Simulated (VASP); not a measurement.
# Al (Fm-3m) in VASP: notebook

Runs on Al. Level: PBEsol. Tasks: single point, relaxation of cell and atoms.

Program: VASP 6.6.1. These are calculated values, not measurements. Logs are shortened: lines on timing, memory, paths and dates and some standing lists are left out, and cuts for length are marked.

**1. The cell of the first run**

Symmetry: Fm-3m, No. 225, cubic system. The conventional cell has a = 4.015 Å, b = 4.015 Å, c = 4.015 Å, α = 90.00°, β = 90.00°, γ = 90.00°. Within 3.7 Å of Al (site symmetry m-3m) lie 12 Al at 2.84 Å.

**2. Single point, PBEsol**

File INCAR:

```
SYSTEM = Al
PREC = Accurate
ENCUT = 520
EDIFF = 1E-6
ISMEAR = 0
SIGMA = 0.1
LREAL = .False.
LASPH = .True.
NELM = 100
ALGO = Normal
ISIF = 2
LWAVE = .False.
LCHARG = .False.
GGA = PS
NBANDS = 8
```

File KPOINTS:

```
regular mesh
0
Gamma
  18 18 18
  0 0 0
```

File POSCAR:

```
Al
1.0
    0.0000000000      2.0075294199      2.0075294199
    2.0075294199      0.0000000000      2.0075294199
    2.0075294199      2.0075294199      0.0000000000
Al
1
Direct
    0.0000000000      0.0000000000      0.0000000000
```

Potentials or basis: VASP PAW PBE potentials, release 64 (Al).

Started as:

```sh
cat potpaw_PBE.64/Al/POTCAR > POTCAR
mpirun -np 1 vasp_std > vasp.out
```

OUTCAR:

```text
SYSTEM = Al
   PREC = Accurate
   ENCUT = 520
   EDIFF = 1E-6
   ISMEAR = 0
   LREAL = .False.
   LASPH = .True.
   NELM = 100
   ISIF = 2
   GGA = PS

 ion  position               nearest neighbor table
   1  0.000  0.000  0.000-

  LATTYP: Found a face centered cubic cell.
 ALAT       =     4.0150588398

  Lattice vectors:

 A1 = (   0.0000000000,   2.0075294199,   2.0075294199)
 A2 = (   2.0075294199,   0.0000000000,   2.0075294199)
 A3 = (   2.0075294199,   2.0075294199,   0.0000000000)

Analysis of symmetry for initial positions (statically):
=====================================================================
 Subroutine PRICEL returns:
 Original cell was already a primitive cell.

 Routine SETGRP: Setting up the symmetry group for a
 face centered cubic supercell.

 Subroutine GETGRP returns: Found 48 space group operations
 (whereof 48 operations were pure point group operations)
 out of a pool of 48 trial point group operations.

The static configuration has the point symmetry O_h .

Analysis of symmetry for dynamics (positions and initial velocities):
=====================================================================
 Subroutine PRICEL returns:
 Original cell was already a primitive cell.

 Routine SETGRP: Setting up the symmetry group for a
 face centered cubic supercell.

 Subroutine GETGRP returns: Found 48 space group operations
 (whereof 48 operations were pure point group operations)
 out of a pool of 48 trial point group operations.

The dynamic configuration has the point symmetry O_h .

 Subroutine INISYM returns: Found 48 space group operations
 (whereof 48 operations are pure point group operations),
 and found     1 'primitive' translations

----------------------------------------------------------------------------------------

                                     Primitive cell

  volume of cell :      16.1814

  direct lattice vectors                    reciprocal lattice vectors
     0.000000000  2.007529420  2.007529420    -0.249062352  0.249062352  0.249062352
     2.007529420  0.000000000  2.007529420     0.249062352 -0.249062352  0.249062352
     2.007529420  2.007529420  0.000000000     0.249062352  0.249062352 -0.249062352

  length of vectors
     2.839075332  2.839075332  2.839075332     0.431388649  0.431388649  0.431388649

  position of ions in fractional coordinates (direct lattice)
     0.000000000  0.000000000  0.000000000

  ion indices of the primitive-cell ions
   primitive index   ion index
                 1           1

----------------------------------------------------------------------------------------

 KPOINTS: regular mesh

Automatic generation of k-mesh.
 Grid dimensions read from file:
 generate k-points for:   18   18   18

 Generating k-lattice:

  Cartesian coordinates                     Fractional coordinates (reciprocal lattice)
    -0.013836797  0.013836797  0.013836797     0.055555556  0.000000000  0.000000000
     0.013836797 -0.013836797  0.013836797     0.000000000  0.055555556  0.000000000
     0.013836797  0.013836797 -0.013836797     0.000000000  0.000000000  0.055555556

  Length of vectors
     0.023966036  0.023966036  0.023966036

  Shift w.r.t. Gamma in fractional coordinates (k-lattice)
     0.000000000  0.000000000  0.000000000

 Subroutine IBZKPT returns following result:
 ===========================================

 Found    195 irreducible k-points:

 Following reciprocal coordinates:
            Coordinates               Weight
  0.000000  0.000000  0.000000      1.000000
  0.055556  0.000000  0.000000      8.000000
  0.111111  0.000000  0.000000      8.000000
  0.166667  0.000000  0.000000      8.000000
  0.222222  0.000000  0.000000      8.000000
  0.277778  0.000000  0.000000      8.000000
[... 16 lines left out ...]
 -0.277778  0.055556  0.000000     24.000000
 -0.222222  0.055556  0.000000     24.000000
 [... further k-points ...]
   k-points           NKPTS =    195   k-points in BZ     NKDIM =    195   number of bands    NBANDS=      8
   number of dos      NEDOS =    301   number of ions     NIONS =      1
   total plane-waves  NPLWV =  13824
   dimension x,y,z NGX =    24 NGY =   24 NGZ =   24
   dimension x,y,z NGXF=    48 NGYF=   48 NGZF=   48
   ions per type =               1
   NGX,Y,Z   is equivalent  to a cutoff of  14.05, 14.05, 14.05 a.u.
   NGXF,Y,Z  is equivalent  to a cutoff of  28.11, 28.11, 28.11 a.u.
 SYSTEM =  Al
   PREC   = accura    normal or accurate (medium, high low for compatibility)
   ISTART =      0    job   : 0-new  1-cont  2-samecut
   ICHARG =      2    charge: 1-file 2-atom 10-const
   ISPIN  =      1    spin polarized calculation?
   LNONCOLLINEAR =      F non collinear calculations
   LSORBIT =      F    spin-orbit coupling
   LASPH  =      T    aspherical Exc in radial PAW
   ENCUT  =  520.0 eV  38.22 Ry    6.18 a.u.   5.28  5.28  5.28*2*pi/ulx,y,z
   NELM   =    100;   NELMIN=  2; NELMDL= -5     # of ELM steps
   EDIFF  = 0.1E-05   stopping-criterion for ELM
   LREAL  =      F    real-space projection
   EDIFFG = 0.1E-04   stopping-criterion for IOM
   NSW    =      0    number of steps for IOM
   IBRION =     -1    ionic relax: 0-MD 1-quasi-New 2-CG
   NFREE  =      0    steps in history (QN), initial steepest desc. (CG)
   ISIF   =      2    stress and relaxation
   ISYM   =      2    0-nonsym 1-usesym 2-fastsym
   POTIM  = 0.5000    time-step for ionic-motion
   TEBEG  =    0.0;   TEEND  =   0.0 temperature during run
   PSTRESS=    0.0 pullay stress
   NELECT =       3.0000    total number of electrons
   NUPDOWN=      -1.0000    fix difference up-down
   EMIN   =  10.00;   EMAX   =-10.00  energy-range for DOS
   EFERMI =   0.00;   METHOD = LEGACY
   ISMEAR =     0;   SIGMA  =   0.10  broadening in eV -4-tet -1-fermi 0-gaus
   EFERMI_NEDOS =   21; number of points for ismear=-14 and -15
   IALGO  =     38    algorithm
   IMIX   =      4    mixing-type and parameters
     AMIX     =   0.40;   BMIX     =  1.00
     AMIX_MAG =   1.60;   BMIX_MAG =  1.00
  volume/ion in A,a.u.               =      16.18       109.20
  Fermi-wavevector in a.u.,A,eV,Ry     =   0.933491  1.764042 11.856183  0.871405
  Thomas-Fermi vector in A             =   2.060198
   LORBIT       =      0    0 simple, 1 ext, 2 COOP (PROOUT), +10 PAW based schemes
   GGA     = PS    functional components
   LHFCALC =     F    Hartree Fock is set to
   AEXX    =    0.0000 exact exchange contribution
   IVDW    =     0    specifies the selected vdW correction
   LEPSILON=     F    determine dielectric tensor
   LRPA    =     F    only Hartree local field effects (RPA)
 non-spin polarized calculation
 Gauss-broadening in eV      SIGMA  =   0.10
  energy-cutoff  :      520.00
  volume of cell :       16.18
 maximum number of plane-waves:       448
 NGX is ok and might be reduce to    24
   NGX = 11   NGY = 11   NGZ = 11

 number of electron       3.0000000 magnetization

 Free energy of the ion-electron system (eV)
  ---------------------------------------------------
  ext. energy  EPLUGINS =         0.00000000
  ---------------------------------------------------
  free energy    TOTEN  =        -4.09067716 eV

  energy without entropy =       -4.08768930  energy(sigma->0) =       -4.08918323

 E-fermi :   8.1449     XC(G=0): -10.3281

 val. band max:        8.1304809484   @ k =  -0.2778   0.2778   0.0556
 cond. band min:       8.1534693326   @ k =  -0.4444   0.3333   0.1111
 fundamental gap:      0.0229883842
 Fermi energy:         8.1449380018

 k-point     1 :       0.0000    0.0000    0.0000
  band No.  band energies     occupation
      1      -3.1107      2.00000
      2      20.8575      0.00000
      3      20.8575      0.00000
      4      20.8575      0.00000
      5      22.4974      0.00000
      6      22.4974      0.00000
      7      22.4974      0.00000
      8      24.7813      0.00000

 k-point     2 :       0.0556    0.0000    0.0000
  band No.  band energies     occupation
      1      -3.0258      2.00000
      2      19.3564      0.00000
      3      20.5641      0.00000
      4      20.5641      0.00000
      5      22.9239      0.00000
      6      22.9239      0.00000
      7      23.0448      0.00000
      8      25.6751      0.00000

 k-point     3 :       0.1111    0.0000    0.0000
  band No.  band energies     occupation
      1      -2.7712      2.00000
      2      17.1189      0.00000
      3      20.0653      0.00000
      4      20.0653      0.00000
      5      23.0960      0.00000
      6      23.7938      0.00000
      7      23.7938      0.00000
      8      26.2186      0.00000

 k-point     4 :       0.1667    0.0000    0.0000
  band No.  band energies     occupation
      1      -2.3478      2.00000
      2      14.8614      0.00000
      3      19.6242      0.00000
      4      19.6242      0.00000
      5      22.9259      0.00000
      6      24.3965      0.00000
      7      24.3965      0.00000
      8      25.5698      0.00000

 k-point     5 :       0.2222    0.0000    0.0000
  band No.  band energies     occupation
      1      -1.7574      2.00000
      2      12.6794      0.00000
      3      19.2984      0.00000
      4      19.2984      0.00000
      5      22.7493      0.00000
      6      23.5818      0.00000
      7      23.5818      0.00000
      8      26.5483      0.00000
[... 177 lines left out ...]
 k-point    22 :      -0.3333    0.0556    0.0000
  band No.  band energies     occupation
      1       0.3311      2.00000
      2       8.0999      1.47539
      3      17.3644      0.00000
      4      20.2609      0.00000
      5      20.3180      0.00000
      6      21.7677      0.00000
      7      23.3332      0.00000
      8      26.2371      0.00000

 k-point    23 :      -0.2778    0.0556    0.0000
  band No.  band energies     occupation
      1      -0.6396      2.00000
      2      10.0041      0.00000
      3      17.3824      0.00000
      4      20.2890      0.00000
      5      21.1782      0.00000
      6      22.6378      0.00000
      7      23.2878      0.00000
      8      27.0349      0.00000

 k-point    24 :      -0.2222    0.0556    0.0000
  band No.  band energies     occupation
      1      -1.4491      2.00000
      2      12.0325      0.00000
      3      17.5457      0.00000
      4      20.4246      0.00000
      5      22.1837      0.00000
      6      23.2663      0.00000
      7      23.7087      0.00000
      8      25.9198      0.00000

 [... further k-points ...]
[... 5 lines left out ...]
  --------------------------------------------------------------------------------------
  -------------------------------------------------------------------------------------
  Total        0.0061226      0.0061226      0.0061226      0.0000000     -0.0000000      0.0000000
  in kB        0.6062202      0.6062202      0.6062202      0.0000000     -0.0000000      0.0000000
  external PRESSURE =       0.6062202 kB  Pullay stress =       0.0000000 kB

 VOLUME and BASIS-vectors are now :
 -----------------------------------------------------------------------------
  energy-cutoff  :      520.00
  volume of cell :       16.18
      direct lattice vectors                 reciprocal lattice vectors
     0.000000000  2.007529420  2.007529420    -0.249062352  0.249062352  0.249062352
     2.007529420  0.000000000  2.007529420     0.249062352 -0.249062352  0.249062352
     2.007529420  2.007529420  0.000000000     0.249062352  0.249062352 -0.249062352

 POSITION                                       TOTAL-FORCE (eV/Angst)
 -----------------------------------------------------------------------------------
      0.00000      0.00000      0.00000        -0.000000     -0.000000     -0.000000
 -----------------------------------------------------------------------------------
    total drift:                                0.000000     -0.000000     -0.000000

  FREE ENERGIE OF THE ION-ELECTRON SYSTEM (eV)
  ---------------------------------------------------
  free  energy   TOTEN  =        -4.0906771638 eV

  energy  without entropy=       -4.0876892998  energy(sigma->0) =       -4.08918323
```

It took 11 s on 1 thread of Intel Xeon Platinum 8488C (Sapphire Rapids), shared host; peak memory 0.14 GiB.

Results:

| Property | Result |
| --- | --- |
| Free energy | -4.0907 eV |
| Pressure | 0.1 GPa |

Levels at points of the mesh, in eV from the Fermi level:
| k point | band 1 | band 2 | band 3 | band 4 | band 5 | band 6 |
| --- | --- | --- | --- | --- | --- | --- |
| (0.00, 0.00, 0.00) | -11.26 | 12.71 | 12.71 | 12.71 | 14.35 | 14.35 |
| (0.50, 0.00, 0.00) | -4.66 | -4.39 | 11.53 | 11.53 | 11.61 | 11.61 |
| (0.50, 0.50, 0.00) | -2.96 | -1.60 | 5.27 | 5.69 | 5.69 | 9.25 |

Caveat: the PAW data sets were made with another functional, which shifts forces and pressure a little.

**3. Relaxation of cell and atoms, PBEsol**

This run uses another cell than the first one, of 16.58 Å³/atom, 1.025 times its volume.

File INCAR:

```
SYSTEM = Al
PREC     = Accurate       ! precision mode
ENCUT    = 600            ! plane-wave cutoff, eV
EDIFF    = 1E-6           ! SCF threshold, eV
ISMEAR   = 0              ! smearing method
SIGMA    = 0.1            ! smearing width, eV
LREAL    = .False.        ! projectors in reciprocal space
LASPH    = .True.         ! aspherical terms in the spheres
NELM     = 60             ! most SCF steps
ALGO     = Normal         ! electronic algorithm
ISIF     = 3              ! what is computed and relaxed
LWAVE    = .False.        ! write WAVECAR
LCHARG   = .False.        ! write CHGCAR
GGA      = PS             ! functional
IBRION   = 2              ! ionic algorithm
NSW      = 100            ! ionic steps
EDIFFG   = -0.005         ! ionic threshold
```

KPOINTS is that of step 2.

File POSCAR:

```
Al
1.0
    0.0000000000      2.0239800000      2.0239800000
    2.0239800000      0.0000000000      2.0239800000
    2.0239800000      2.0239800000      0.0000000000
Al
1
Direct
    0.0000000000      0.0000000000      0.0000000000
```

Potentials or basis: VASP PAW PBE potentials, release 64 (Al).

Started as:

```sh
cat potpaw_PBE.64/Al/POTCAR > POTCAR
mpirun -np 1 vasp_std > vasp.out
```

Wall time 18 s (1 thread of Intel Xeon Platinum 8488C (Sapphire Rapids), shared host); peak memory 0.15 GiB.

Results (log left out):

- Free energy: -4.0908 eV
- Relaxed volume: 16.19 Å³/atom
- Relaxed cell: a = 2.840 Å, b = 2.840 Å, c = 2.840 Å, α = 60.00°, β = 60.00°, γ = 60.00°
- Space group after relaxing (to 0.05 Å): Fm-3m (No. 225)
- Energy gained by relaxing: 2.3 meV/atom
- Ionic steps: 3
- Pressure after relaxing: 0.0 GPa

The path:
```
step  energy change (eV)  largest force (eV/Å)  pressure (GPa)  volume (Å³)
   1              0.0000                0.0000           -1.82        16.58
   2             -0.0022                0.0000            0.29        16.14
   3             -0.0023                0.0000            0.00        16.19
```

Final structure:
```cif
data_structure
_symmetry_space_group_name_H-M 'P 1'
_symmetry_Int_Tables_number 1
_cell_length_a 2.8398
_cell_length_b 2.8398
_cell_length_c 2.8398
_cell_angle_alpha 60.000
_cell_angle_beta 60.000
_cell_angle_gamma 60.000
_cell_volume 16.19
loop_
_atom_site_label
_atom_site_type_symbol
_atom_site_fract_x
_atom_site_fract_y
_atom_site_fract_z
_atom_site_occupancy
Al1 Al 0.00000 0.00000 0.00000 1
```

Levels at points of the mesh, in eV from the Fermi level:
| k point | band 1 | band 2 | band 3 | band 4 |
| --- | --- | --- | --- | --- |
| (0.00, 0.00, 0.00) | -11.25 | 12.71 | 12.71 | 12.71 |
| (0.50, 0.00, 0.00) | -4.66 | -4.39 | 11.53 | 11.53 |
| (0.50, 0.50, 0.00) | -2.95 | -1.60 | 5.27 | 5.68 |

Caveat: the PAW data sets were made with another functional, which shifts forces and pressure a little.
